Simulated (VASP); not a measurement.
# PbSe in VASP: single point with PBEsol

Aim: the single point of PbSe with PBEsol.

Everything below comes from runs of VASP 6.6.1. Logs are shortened: lines on timing, memory, paths and dates and some standing lists are left out, and cuts for length are marked.

## 1. The cell of the first run

The cell holds a slab with vacuum, 12 atoms: a = 4.313 Å, b = 4.313 Å, c = 28.250 Å, α = 90.00°, β = 90.00°, γ = 90.00°.

## 2. Single point, PBEsol

Contents of INCAR:

```
  PREC = Accurate
  ENCUT = 520
  EDIFF = 1E-6
  ISMEAR = -1
  SIGMA = 0.05
  LREAL = False
  LASPH = True
  NELM = 100
  ALGO = Normal
  ISIF = 2
  LWAVE = False
  LCHARG = True
  GGA = PS
  LELF = True
  LVHAR = True
  NBANDS = 72
```

Contents of KPOINTS:

```
regular mesh
0
Gamma
  6 6 1
```

Contents of POSCAR:

```
PbSe
1.0
    3.0500000000      3.0500000000      0.0000000000
   -3.0500000000      3.0500000000      0.0000000000
    0.0000000000      0.0000000000     28.2500000000
Se Pb
6 6
Direct
    0.4975570000      0.5017510000      0.2325770000
    0.4986140000      0.5007140000      0.4476790000
    0.5001790000      0.5009070000      0.6642420000
    0.9999320000      0.9996830000      0.3364860000
    0.0005400000      0.0005280000      0.5530640000
    0.9999240000      0.0008410000      0.7681710000
    0.9976350000      0.0022920000      0.2350520000
    0.9997100000      0.0010120000      0.4483180000
    0.0015420000      0.0008250000      0.6656370000
    0.4984080000      0.5013660000      0.3350070000
    0.5017450000      0.5007100000      0.5522600000
    0.5032760000      0.5004720000      0.7655890000
```

Potentials or basis: VASP PAW PBE potentials, release 64 (Se, Pb_d).

Command:

```sh
$ cat potpaw_PBE.64/Se/POTCAR potpaw_PBE.64/Pb_d/POTCAR > POTCAR
$ mpirun -np 1 vasp_std > vasp.out
```

OUTCAR:

```text
PREC = Accurate
   ENCUT = 520
   EDIFF = 1E-6
   ISMEAR = -1
   LREAL = False
   LASPH = True
   NELM = 100
   ISIF = 2
   GGA = PS

 ion  position               nearest neighbor table
   1  0.498  0.502  0.233-  10 2.89   7 3.05   7 3.05   7 3.05   7 3.05
   2  0.499  0.501  0.448-  11 2.95   8 3.05   8 3.05   8 3.05   8 3.05  10 3.18
   3  0.500  0.501  0.664-  12 2.86   9 3.05   9 3.05   9 3.05   9 3.05  11 3.16
   4  1.000  1.000  0.336-   7 2.87  10 3.04  10 3.05  10 3.05  10 3.06   8 3.16
   5  0.001  0.001  0.553-   8 2.96  11 3.05  11 3.05  11 3.05  11 3.05   9 3.18
   6  1.000  0.001  0.768-   9 2.90  12 3.04  12 3.04  12 3.06  12 3.06
   7  0.998  0.002  0.235-   4 2.87   1 3.05   1 3.05   1 3.05   1 3.05
   8  1.000  0.001  0.448-   5 2.96   2 3.05   2 3.05   2 3.05   2 3.05   4 3.16
   9  0.002  0.001  0.666-   6 2.90   3 3.05   3 3.05   3 3.05   3 3.05   5 3.18
  10  0.498  0.501  0.335-   1 2.89   4 3.04   4 3.05   4 3.05   4 3.06   2 3.18
  11  0.502  0.501  0.552-   2 2.95   5 3.05   5 3.05   5 3.05   5 3.05   3 3.16
  12  0.503  0.500  0.766-   3 2.86   6 3.04   6 3.04   6 3.06   6 3.06

  LATTYP: Found a simple tetragonal cell.
 ALAT       =     4.3133513652
 C/A-ratio  =     6.5494316618

  Lattice vectors:

 A1 = (   3.0500000000,   3.0500000000,   0.0000000000)
 A2 = (  -3.0500000000,   3.0500000000,   0.0000000000)
 A3 = (   0.0000000000,   0.0000000000,  28.2500000000)

Analysis of symmetry for initial positions (statically):
=====================================================================
 Subroutine PRICEL returns:
 Original cell was already a primitive cell.

 Routine SETGRP: Setting up the symmetry group for a
 simple tetragonal supercell.

 Subroutine GETGRP returns: Found  1 space group operations
 (whereof  1 operations were pure point group operations)
 out of a pool of 16 trial point group operations.

The static configuration has the point symmetry C_1 .

Analysis of symmetry for dynamics (positions and initial velocities):
=====================================================================
 Subroutine PRICEL returns:
 Original cell was already a primitive cell.

 Routine SETGRP: Setting up the symmetry group for a
 simple tetragonal supercell.

 Subroutine GETGRP returns: Found  1 space group operations
 (whereof  1 operations were pure point group operations)
 out of a pool of 16 trial point group operations.

The dynamic configuration has the point symmetry C_1 .

 Subroutine INISYM returns: Found  1 space group operations
 (whereof  1 operations are pure point group operations),
 and found     1 'primitive' translations

----------------------------------------------------------------------------------------

                                     Primitive cell

  volume of cell :     525.5912

  direct lattice vectors                    reciprocal lattice vectors
     3.050000000  3.050000000  0.000000000     0.163934426  0.163934426  0.000000000
    -3.050000000  3.050000000  0.000000000    -0.163934426  0.163934426  0.000000000
     0.000000000  0.000000000 28.250000000     0.000000000  0.000000000  0.035398230

  length of vectors
     4.313351365  4.313351365 28.250000000     0.231838289  0.231838289  0.035398230

  position of ions in fractional coordinates (direct lattice)
     0.497557000  0.501751000  0.232577000
     0.498614000  0.500714000  0.447679000
     0.500179000  0.500907000  0.664242000
     0.999932000  0.999683000  0.336486000
     0.000540000  0.000528000  0.553064000
     0.999924000  0.000841000  0.768171000
     0.997635000  0.002292000  0.235052000
     0.999710000  0.001012000  0.448318000
     0.001542000  0.000825000  0.665637000
     0.498408000  0.501366000  0.335007000
     0.501745000  0.500710000  0.552260000
     0.503276000  0.500472000  0.765589000

  ion indices of the primitive-cell ions
   primitive index   ion index
                 1           1
                 2           2
                 3           3
                 4           4
                 5           5
                 6           6
                 7           7
                 8           8
                 9           9
                10          10
                11          11
                12          12

----------------------------------------------------------------------------------------

 KPOINTS: regular mesh

Automatic generation of k-mesh.
 Grid dimensions read from file:
 generate k-points for:    6    6    1

 Generating k-lattice:

  Cartesian coordinates                     Fractional coordinates (reciprocal lattice)
     0.027322404  0.027322404  0.000000000     0.166666667  0.000000000  0.000000000
    -0.027322404  0.027322404  0.000000000     0.000000000  0.166666667  0.000000000
     0.000000000  0.000000000  0.035398230     0.000000000  0.000000000  1.000000000

  Length of vectors
     0.038639715  0.038639715  0.035398230

  Shift w.r.t. Gamma in fractional coordinates (k-lattice)
     0.000000000  0.000000000  0.000000000

 Subroutine IBZKPT returns following result:
 ===========================================

 Found     20 irreducible k-points:

 Following reciprocal coordinates:
            Coordinates               Weight
  0.000000  0.000000  0.000000      1.000000
  0.166667  0.000000  0.000000      2.000000
  0.000000  0.166667  0.000000      2.000000
  0.333333  0.000000  0.000000      2.000000
  0.000000  0.333333  0.000000      2.000000
  0.500000  0.000000  0.000000      1.000000
[... 12 lines left out ...]
 -0.333333  0.500000  0.000000      2.000000
  0.500000  0.500000  0.000000      1.000000
   k-points           NKPTS =     20   k-points in BZ     NKDIM =     20   number of bands    NBANDS=     72
   number of dos      NEDOS =    301   number of ions     NIONS =     12
   total plane-waves  NPLWV = 215040
   dimension x,y,z NGX =    32 NGY =   32 NGZ =  210
   dimension x,y,z NGXF=    64 NGYF=   64 NGZF=  420
   ions per type =               6   6
   NGX,Y,Z   is equivalent  to a cutoff of  12.33, 12.33, 12.36 a.u.
   NGXF,Y,Z  is equivalent  to a cutoff of  24.67, 24.67, 24.72 a.u.
 SYSTEM =  unknown system
   PREC   = accura    normal or accurate (medium, high low for compatibility)
   ISTART =      0    job   : 0-new  1-cont  2-samecut
   ICHARG =      2    charge: 1-file 2-atom 10-const
   ISPIN  =      1    spin polarized calculation?
   LNONCOLLINEAR =      F non collinear calculations
   LSORBIT =      F    spin-orbit coupling
   LASPH  =      T    aspherical Exc in radial PAW
   ENCUT  =  520.0 eV  38.22 Ry    6.18 a.u.   8.02  8.02 52.53*2*pi/ulx,y,z
   NELM   =    100;   NELMIN=  2; NELMDL= -5     # of ELM steps
   EDIFF  = 0.1E-05   stopping-criterion for ELM
   LREAL  =      F    real-space projection
   EDIFFG = 0.1E-04   stopping-criterion for IOM
   NSW    =      0    number of steps for IOM
   IBRION =     -1    ionic relax: 0-MD 1-quasi-New 2-CG
   NFREE  =      0    steps in history (QN), initial steepest desc. (CG)
   ISIF   =      2    stress and relaxation
   ISYM   =      2    0-nonsym 1-usesym 2-fastsym
   POTIM  = 0.5000    time-step for ionic-motion
   TEBEG  =    0.0;   TEEND  =   0.0 temperature during run
   PSTRESS=    0.0 pullay stress
   NELECT =     120.0000    total number of electrons
   NUPDOWN=      -1.0000    fix difference up-down
   EMIN   =  10.00;   EMAX   =-10.00  energy-range for DOS
   EFERMI =   0.00;   METHOD = LEGACY
   ISMEAR =    -1;   SIGMA  =   0.05  broadening in eV -4-tet -1-fermi 0-gaus
   EFERMI_NEDOS =   21; number of points for ismear=-14 and -15
   IALGO  =     38    algorithm
   IMIX   =      4    mixing-type and parameters
     AMIX     =   0.40;   BMIX     =  1.00
     AMIX_MAG =   1.60;   BMIX_MAG =  1.00
  volume/ion in A,a.u.               =      43.80       295.57
  Fermi-wavevector in a.u.,A,eV,Ry     =   1.000582  1.890825 13.621658  1.001164
  Thomas-Fermi vector in A             =   2.132947
   LORBIT       =      0    0 simple, 1 ext, 2 COOP (PROOUT), +10 PAW based schemes
   GGA     = PS    functional components
   LHFCALC =     F    Hartree Fock is set to
   AEXX    =    0.0000 exact exchange contribution
   IVDW    =     0    specifies the selected vdW correction
   LEPSILON=     F    determine dielectric tensor
   LRPA    =     F    only Hartree local field effects (RPA)
 non-spin polarized calculation
  energy-cutoff  :      520.00
  volume of cell :      525.59
 maximum number of plane-waves:     14264
   NGX = 17   NGY = 17   NGZ =105

 number of electron     120.0000019 magnetization

 Free energy of the ion-electron system (eV)
  ---------------------------------------------------
  ext. energy  EPLUGINS =         0.00000000
  ---------------------------------------------------
  free energy    TOTEN  =       -52.93818647 eV

  energy without entropy =      -52.93813024  energy(sigma->0) =      -52.93815835

 E-fermi :   1.8763     XC(G=0):  -6.6941

 val. band max:        1.4690104183   @ k =   0.5000   0.0000   0.0000
 cond. band min:       2.2832653019   @ k =   0.5000   0.0000   0.0000
 fundamental gap:      0.8142548836
 Fermi energy:         1.8763418051

 k-point     1 :       0.0000    0.0000    0.0000
  band No.  band energies     occupation
      1     -15.1737      2.00000
      2     -15.1575      2.00000
      3     -15.1394      2.00000
      4     -15.0634      2.00000
      5     -15.0541      2.00000
      6     -15.0469      2.00000
[... 64 lines left out ...]
     71       6.3378      0.00000
     72       6.3580      0.00000

 k-point     2 :       0.1667    0.0000    0.0000
  band No.  band energies     occupation
      1     -15.1597      2.00000
      2     -15.1441      2.00000
      3     -15.1275      2.00000
      4     -15.0606      2.00000
      5     -15.0496      2.00000
      6     -15.0471      2.00000
[... 1342 lines left out ...]
 k-point    20 :       0.5000    0.5000    0.0000
  band No.  band energies     occupation
      1     -15.1631      2.00000
      2     -15.1614      2.00000
      3     -15.1426      2.00000
      4     -15.1340      2.00000
      5     -15.1293      2.00000
      6     -15.1140      2.00000
[... 64 lines left out ...]
     71       6.6358      0.00000
     72       6.6399      0.00000

------------------------ aborting loop because EDIFF is reached ----------------------------------------

  FORCE on cell =-STRESS in cart. coord.  units (eV):
  Direction    XX          YY          ZZ          XY          YZ          ZX
  --------------------------------------------------------------------------------------
  -------------------------------------------------------------------------------------
  Total       -0.1706902     -0.1728187      0.3741379      0.0006561     -0.0138073     -0.0429898
  in kB       -0.5203207     -0.5268090      1.1404970      0.0020001     -0.0420892     -0.1310473
  external PRESSURE =       0.0311224 kB  Pullay stress =       0.0000000 kB

 VOLUME and BASIS-vectors are now :
 -----------------------------------------------------------------------------
  energy-cutoff  :      520.00
  volume of cell :      525.59
      direct lattice vectors                 reciprocal lattice vectors
     3.050000000  3.050000000  0.000000000     0.163934426  0.163934426  0.000000000
    -3.050000000  3.050000000  0.000000000    -0.163934426  0.163934426  0.000000000
     0.000000000  0.000000000 28.250000000     0.000000000  0.000000000  0.035398230

 POSITION                                       TOTAL-FORCE (eV/Angst)
 -----------------------------------------------------------------------------------
     -0.01279      3.04789      6.57030         0.008307      0.000693     -0.034533
     -0.00640      3.04795     12.64693         0.004398      0.004660     -0.030192
     -0.00222      3.05331     18.76484         0.003537      0.002711     -0.007757
      0.00076      6.09883      9.50573        -0.019839     -0.000514     -0.007178
      0.00004      0.00326     15.62406        -0.001568     -0.000377      0.012287
      3.04720      3.05233     21.70083         0.003022      0.002386      0.022647
      3.03580      3.04978      6.64022         0.001246     -0.000024     -0.002231
      3.04603      3.05220     12.66498        -0.000956     -0.001620     -0.002515
      0.00219      0.00722     18.80425        -0.002630     -0.002702     -0.010724
     -0.00902      3.04931      9.46395         0.011527      0.000605      0.025128
      0.00316      3.05749     15.60134        -0.002908     -0.003033      0.022359
      0.00855      3.06143     21.62789        -0.004135     -0.002786      0.012707
 -----------------------------------------------------------------------------------
    total drift:                                0.000418     -0.001038      0.000433

  FREE ENERGIE OF THE ION-ELECTRON SYSTEM (eV)
  ---------------------------------------------------
  free  energy   TOTEN  =       -52.9381864669 eV

  energy  without entropy=      -52.9381302388  energy(sigma->0) =      -52.93815835
```

Wall time 39 min (1 thread of Oxide Virtual Turin-like, shared host); peak memory 0.81 GiB.

What came out:

```
Free energy            : -52.9382 eV
Largest force          : 0.036 eV/Å
Band gap on the k mesh : 0.81 eV
```

Forces in eV/Å, atoms in the order of the input:
```
Se   0.008  0.001 -0.035
Se   0.004  0.005 -0.030
Se   0.004  0.003 -0.008
Se  -0.020 -0.001 -0.007
Se  -0.002  0.000  0.012
Se   0.003  0.002  0.023
Pb   0.001  0.000 -0.002
Pb  -0.001 -0.002 -0.003
Pb  -0.003 -0.003 -0.011
Pb   0.012  0.001  0.025
Pb  -0.003 -0.003  0.022
Pb  -0.004 -0.003  0.013
```

Levels at points of the mesh, in eV from the valence-band top:
```csv
k point,band 56,band 57,band 58,band 59,band 60,band 61,band 62,band 63,band 64,band 65
"(0.00, 0.00, 0.00)",-1.66,-1.66,-1.35,-0.80,-0.78,1.98,2.34,3.57,3.60,3.88
"(0.50, 0.00, 0.00)",-0.45,-0.21,-0.20,-0.01,0.00,0.81,0.82,1.20,1.21,1.52
"(0.00, 0.50, 0.00)",-0.45,-0.21,-0.20,-0.01,0.00,0.82,0.82,1.21,1.21,1.52
"(0.50, 0.50, 0.00)",-2.69,-1.87,-1.86,-0.86,-0.85,2.49,2.50,3.82,3.83,4.00
```

Caveat: there is no dipole correction, which matters where the two faces differ; the PAW data sets were made with another functional, which shifts forces and pressure a little; spin-orbit coupling is left out, which moves the levels of the heavy elements.
